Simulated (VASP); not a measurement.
# NiO (I4/mmm) in VASP: notebook

The runs below take NiO through electric field gradients, with LDA.

Everything below comes from runs of VASP 6.6.1. Logs are shortened: lines on timing, memory, paths and dates and some standing lists are left out, and cuts for length are marked.

### 1 The cell of the first run

The structure is tetragonal, space group I4/mmm (No. 139). Conventional cell: a = 2.958 Å, b = 2.958 Å, c = 4.224 Å, α = 90.00°, β = 90.00°, γ = 90.00°. Ni (site symmetry 4/mmm) has 6 O at 2.09 to 2.11 Å within 2.8 Å. Within 2.8 Å of O (site symmetry 4/mmm) lie 6 Ni at 2.09 to 2.11 Å.

### 2 Electric field gradients, LDA, collinear spin, ferromagnetic start (zz strain of +1 %)

Contents of INCAR:

```
SYSTEM = NiO
PREC = Accurate
ENCUT = 520
EDIFF = 1E-8
ISMEAR = -1
SIGMA = 0.03
LREAL = .False.
LASPH = .True.
NELM = 150
ALGO = Normal
ISIF = 2
LWAVE = .False.
LCHARG = .False.
ISPIN = 2
MAGMOM = 1.5 0
LORBIT = 11
LMAXMIX = 4
GGA = CA
LEFG = .True.
NBANDS = 19
```

Contents of KPOINTS:

```
Automatic mesh
0
Gamma
  17 17 17
  0 0 0
```

Contents of POSCAR:

```
NiO
1.0
    0.0000000000      2.0913100000      2.1122231000
    2.0913100000      0.0000000000      2.1122231000
    2.0913100000      2.0913100000      0.0000000000
Ni O
1 1
Direct
    0.0000000000      0.0000000000      0.0000000000
    0.5000000000      0.5000000000      0.5000000000
```

Potentials or basis: VASP PAW LDA potentials, release 64 (Ni, O).

Launch:

```
cat potpaw_LDA.64/Ni/POTCAR potpaw_LDA.64/O/POTCAR > POTCAR
mpirun -np 1 vasp_std > vasp.out
```

OUTCAR:

```text
SYSTEM = NiO
   PREC = Accurate
   ENCUT = 520
   EDIFF = 1E-8
   ISMEAR = -1
   LREAL = .False.
   LASPH = .True.
   NELM = 150
   ISIF = 2
   ISPIN = 2
   LORBIT = 11
   GGA = CA

 ion  position               nearest neighbor table
   1  0.000  0.000  0.000-   2 2.09   2 2.09   2 2.09   2 2.09   2 2.11   2 2.11
   2  0.500  0.500  0.500-   1 2.09   1 2.09   1 2.09   1 2.09   1 2.11   1 2.11

  LATTYP: Found a body centered tetragonal cell.
 ALAT       =     2.9575589651
 C/A-ratio  =     1.4283556980

  Lattice vectors:

 A1 = (  -2.0913100000,   0.0000000000,   2.1122231000)
 A2 = (   2.0913100000,   0.0000000000,   2.1122231000)
 A3 = (   0.0000000000,   2.0913100000,  -2.1122231000)

Analysis of symmetry for initial positions (statically):
=====================================================================
 Subroutine PRICEL returns:
 Original cell was already a primitive cell.

 Routine SETGRP: Setting up the symmetry group for a
 body centered tetragonal supercell.

 Subroutine GETGRP returns: Found 16 space group operations
 (whereof 16 operations were pure point group operations)
 out of a pool of 16 trial point group operations.

The static configuration has the point symmetry D_4h.

Analysis of symmetry for dynamics (positions and initial velocities):
=====================================================================
 Subroutine PRICEL returns:
 Original cell was already a primitive cell.

 Routine SETGRP: Setting up the symmetry group for a
 body centered tetragonal supercell.

 Subroutine GETGRP returns: Found 16 space group operations
 (whereof 16 operations were pure point group operations)
 out of a pool of 16 trial point group operations.

The dynamic configuration has the point symmetry D_4h.

Analysis of structural, dynamic, and magnetic symmetry:
=====================================================================
 Subroutine PRICEL returns:
 Original cell was already a primitive cell.

 Routine SETGRP: Setting up the symmetry group for a
 body centered tetragonal supercell.

 Subroutine GETGRP returns: Found 16 space group operations
 (whereof 16 operations were pure point group operations)
 out of a pool of 16 trial point group operations.

The overall configuration has the point symmetry D_4h.

 Subroutine INISYM returns: Found 16 space group operations
 (whereof 16 operations are pure point group operations),
 and found     1 'primitive' translations

----------------------------------------------------------------------------------------

                                     Primitive cell

  volume of cell :      18.4759

  direct lattice vectors                    reciprocal lattice vectors
     0.000000000  2.091310000  2.112223100    -0.239084593  0.239084593  0.236717419
     2.091310000  0.000000000  2.112223100     0.239084593 -0.239084593  0.236717419
     2.091310000  2.091310000  0.000000000     0.239084593  0.239084593 -0.236717419

  length of vectors
     2.972383545  2.972383545  2.957558965     0.412744499  0.412744499  0.412744499

  position of ions in fractional coordinates (direct lattice)
     0.000000000  0.000000000  0.000000000
     0.500000000  0.500000000  0.500000000

  ion indices of the primitive-cell ions
   primitive index   ion index
                 1           1
                 2           2

----------------------------------------------------------------------------------------

 KPOINTS: Automatic mesh

Automatic generation of k-mesh.
 Grid dimensions read from file:
 generate k-points for:   17   17   17

 Generating k-lattice:

  Cartesian coordinates                     Fractional coordinates (reciprocal lattice)
[... 55 lines left out ...]
   LNONCOLLINEAR =      F non collinear calculations
   LSORBIT =      F    spin-orbit coupling
   LASPH  =      T    aspherical Exc in radial PAW
   ENCUT  =  520.0 eV  38.22 Ry    6.18 a.u.   5.53  5.53  5.50*2*pi/ulx,y,z
   NELM   =    150;   NELMIN=  2; NELMDL= -5     # of ELM steps
   EDIFF  = 0.1E-07   stopping-criterion for ELM
   LREAL  =      F    real-space projection
   EDIFFG = 0.1E-06   stopping-criterion for IOM
   NSW    =      0    number of steps for IOM
   IBRION =     -1    ionic relax: 0-MD 1-quasi-New 2-CG
   NFREE  =      0    steps in history (QN), initial steepest desc. (CG)
   ISIF   =      2    stress and relaxation
   ISYM   =      2    0-nonsym 1-usesym 2-fastsym
   POTIM  = 0.5000    time-step for ionic-motion
   TEBEG  =    0.0;   TEEND  =   0.0 temperature during run
   PSTRESS=    0.0 pullay stress
   NELECT =      16.0000    total number of electrons
   NUPDOWN=      -1.0000    fix difference up-down
   EMIN   =  10.00;   EMAX   =-10.00  energy-range for DOS
   EFERMI =   0.00;   METHOD = LEGACY
   ISMEAR =    -1;   SIGMA  =   0.03  broadening in eV -4-tet -1-fermi 0-gaus
   EFERMI_NEDOS =   21; number of points for ismear=-14 and -15
   IALGO  =     38    algorithm
   IMIX   =      4    mixing-type and parameters
     AMIX     =   0.40;   BMIX     =  1.00
     AMIX_MAG =   1.60;   BMIX_MAG =  1.00
  volume/ion in A,a.u.               =       9.24        62.34
  Fermi-wavevector in a.u.,A,eV,Ry     =   1.560436  2.948796 33.129648  2.434960
  Thomas-Fermi vector in A             =   2.663648
   LORBIT       =     11    0 simple, 1 ext, 2 COOP (PROOUT), +10 PAW based schemes
   GGA     = CA    functional components
   LHFCALC =     F    Hartree Fock is set to
   AEXX    =    0.0000 exact exchange contribution
   IVDW    =     0    specifies the selected vdW correction
   LEPSILON=     F    determine dielectric tensor
   LRPA    =     F    only Hartree local field effects (RPA)
 spin polarized calculation
  energy-cutoff  :      520.00
  volume of cell :       18.48
 maximum number of plane-waves:       531
 NGX is ok and might be reduce to    24
   NGX = 11   NGY = 11   NGZ = 11

 number of electron      16.0000009 magnetization       0.0019716

 Free energy of the ion-electron system (eV)
  ---------------------------------------------------
  ext. energy  EPLUGINS =         0.00000000
  ---------------------------------------------------
  free energy    TOTEN  =       -13.24659331 eV

  energy without entropy =      -13.24035342  energy(sigma->0) =      -13.24347337

 E-fermi :   7.2570     XC(G=0): -13.0902

 val. band max:        7.2561325828   @ k =  -0.2941   0.1765   0.4706
 cond. band min:       7.2580702969   @ k =  -0.2941   0.1765   0.4706
 fundamental gap:      0.0019377141
 Fermi energy:         7.2570472236

 spin component 1

 k-point     1 :       0.0000    0.0000    0.0000
  band No.  band energies     occupation
      1     -12.7202      1.00000
      2       4.2511      1.00000
      3       4.2511      1.00000
      4       4.2901      1.00000
      5       5.4919      1.00000
      6       5.5445      1.00000
[... 517 lines left out ...]
     18      34.8599      0.00000
     19      36.6712      0.00000

 [... further k-points ...]

 spin component 2

 k-point     1 :       0.0000    0.0000    0.0000
  band No.  band energies     occupation
      1     -12.7198      1.00000
      2       4.2516      1.00000
      3       4.2516      1.00000
      4       4.2907      1.00000
      5       5.4930      1.00000
      6       5.5456      1.00000
[... 517 lines left out ...]
     18      34.8605      0.00000
     19      36.6718      0.00000

 [... further k-points ...]
[... 5 lines left out ...]
  --------------------------------------------------------------------------------------
  -------------------------------------------------------------------------------------
  Total       -2.5818091     -2.5818091     -2.6359257      0.0000000      0.0000000      0.0000000
  in kB     -223.8865989   -223.8865989   -228.5794233      0.0000000      0.0000000      0.0000000
  external PRESSURE =    -225.4508737 kB  Pullay stress =       0.0000000 kB

 VOLUME and BASIS-vectors are now :
 -----------------------------------------------------------------------------
  energy-cutoff  :      520.00
  volume of cell :       18.48
      direct lattice vectors                 reciprocal lattice vectors
     0.000000000  2.091310000  2.112223100    -0.239084593  0.239084593  0.236717419
     2.091310000  0.000000000  2.112223100     0.239084593 -0.239084593  0.236717419
     2.091310000  2.091310000  0.000000000     0.239084593  0.239084593 -0.236717419

 POSITION                                       TOTAL-FORCE (eV/Angst)
 -----------------------------------------------------------------------------------
      0.00000      0.00000      0.00000         0.000000      0.000000     -0.000000
      2.09131      2.09131      2.11222        -0.000000      0.000000      0.000000
 -----------------------------------------------------------------------------------
    total drift:                                0.000000     -0.000000     -0.000000

  FREE ENERGIE OF THE ION-ELECTRON SYSTEM (eV)
  ---------------------------------------------------
  free  energy   TOTEN  =       -13.2465933139 eV

  energy  without entropy=      -13.2403534229  energy(sigma->0) =      -13.24347337

 Electric field gradients (V/A^2)
---------------------------------------------------------------------
 ion       V_xx      V_yy      V_zz      V_xy      V_xz      V_yz
---------------------------------------------------------------------
   1       0.692     0.692    -1.384    -0.003    -0.002    -0.002
   2       0.683     0.683    -1.367    -0.002    -0.002    -0.002
---------------------------------------------------------------------

 Electric field gradients after diagonalization (V/A^2)
 (convention: |V_zz| > |V_xx| > |V_yy|)
----------------------------------------------------------------------
 ion       V_xx      V_yy      V_zz     asymmetry (V_yy - V_xx)/ V_zz
----------------------------------------------------------------------
   1       0.695     0.689    -1.384       0.004
   2       0.685     0.681    -1.367       0.003
----------------------------------------------------------------------

           NMR quadrupolar parameters

 Cq : quadrupolar parameter    Cq=e*Q*V_zz/h
 eta: asymmetry parameters     (V_yy - V_xx)/ V_zz
 Q  : nuclear electric quadrupole moment in mb (millibarn)
----------------------------------------------------------------------
 ion       Cq(MHz)       eta       Q (mb)
----------------------------------------------------------------------
   1      -0.003       0.004       1.000
   2      -0.003       0.003       1.000
----------------------------------------------------------------------

 total charge

# of ion       s       p       d       tot
------------------------------------------
    1        0.325   0.383   8.350   9.058
    2        1.562   3.324   0.000   4.887
--------------------------------------------------
tot          1.888   3.707   8.350  13.944

 magnetization (x)

# of ion       s       p       d       tot
------------------------------------------
    1        0.000   0.000   0.002   0.002
    2        0.000   0.000   0.000   0.000
--------------------------------------------------
tot          0.000   0.000   0.002   0.002
```

Wall time 6.9 min (1 thread of Intel Xeon 6975P-C, shared host); peak memory 0.32 GiB.

Results:

```yaml
Free_energy: -13.2466 eV
Pressure: -22.5 GPa
Band_gap_on_the_k_mesh: zero (filled and empty bands overlap)
Net_moment: 0.00 μB per cell
Valence_electrons_inside_the_program's_atomic_spheres: Ni 9.06; O 4.89
```

Levels at points of the mesh, in eV from the Fermi level:
Spin up:
| k point | band 5 | band 6 | band 7 | band 8 | band 9 | band 10 | band 11 | band 12 |
| --- | --- | --- | --- | --- | --- | --- | --- | --- |
| (0.00, 0.00, 0.00) | -1.77 | -1.71 | -1.71 | -1.56 | -1.56 | 1.65 | 17.75 | 18.94 |
Spin down:
```tsv
k point	band 5	band 6	band 7	band 8	band 9	band 10	band 11	band 12
(0.00, 0.00, 0.00)	-1.76	-1.71	-1.71	-1.56	-1.56	1.65	17.75	18.94
```

Electric field gradients, principal values (V/Å²):
| atom | least | middle | greatest (by size) |
| --- | --- | --- | --- |
| 1 Ni | 0.689 | 0.695 | -1.384 |
| 2 O | 0.681 | 0.685 | -1.367 |

Caveat: the cell differs from its parent crystal (zz strain of +1 %); the starting moments collapsed, and a magnetic state may lie lower; without QUAD_EFG the Cq values of the log hold for a quadrupole moment of 1 mb, not for the nuclei; semilocal functionals often make such compounds metallic where correlation or magnetic order opens a gap, which also shifts bond lengths.

[end of part 1 of 2]
